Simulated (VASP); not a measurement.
Input of a VASP 6.6.1 run:

File INCAR:

```
PREC = Accurate
ENCUT = 600
EDIFF = 1E-6
ISMEAR = 0
SIGMA = 0.2
LREAL = F
LASPH = T
NELM = 120
ALGO = Normal
ISIF = 2
LWAVE = F
LCHARG = F
GGA = PE
NBANDS = 39
GGA_COMPAT = F
```

File KPOINTS:

```
Automatic mesh
0
Gamma
  3 3 5
```

POSCAR

```
Ti4C3
1.0
    6.2967501423      0.0000000000      0.0000000000
    0.0000000000      6.2967501423      0.0000000000
    0.0000000000      0.0000000000      2.8527295578
Ti C
4 3
Direct
    0.6856423916      0.0000000000      0.5717968892
    0.3143576084      0.0000000000      0.5717968892
    0.0000000000      0.6856423916      0.5717968892
    0.0000000000      0.3143576084      0.5717968892
    0.0000000000      0.0000000000      0.0718832105
    0.0000000000      0.0000000000      0.5718958570
    0.5000000000      0.5000000000      0.5707944057
```

Potentials or basis: VASP PAW PBE potentials, release 64 (Ti_sv, C).

Run with:

```console
$ cat potpaw_PBE.64/Ti_sv/POTCAR potpaw_PBE.64/C/POTCAR > POTCAR
$ mpirun -np 1 vasp_std > vasp.out
```

Estimate the largest force.

0.012 eV/Å.

Predict the pressure.

0.1 GPa.

Forces in eV/Å, atoms in the order of the input:
```
Ti   0.012  0.000  0.000
Ti  -0.012  0.000  0.000
Ti   0.000  0.012  0.000
Ti   0.000 -0.012  0.000
C    0.000  0.000  0.000
C    0.000  0.000 -0.002
C    0.000  0.000  0.001
```

Caveat: the k points lie up to 0.44 Å⁻¹ apart.
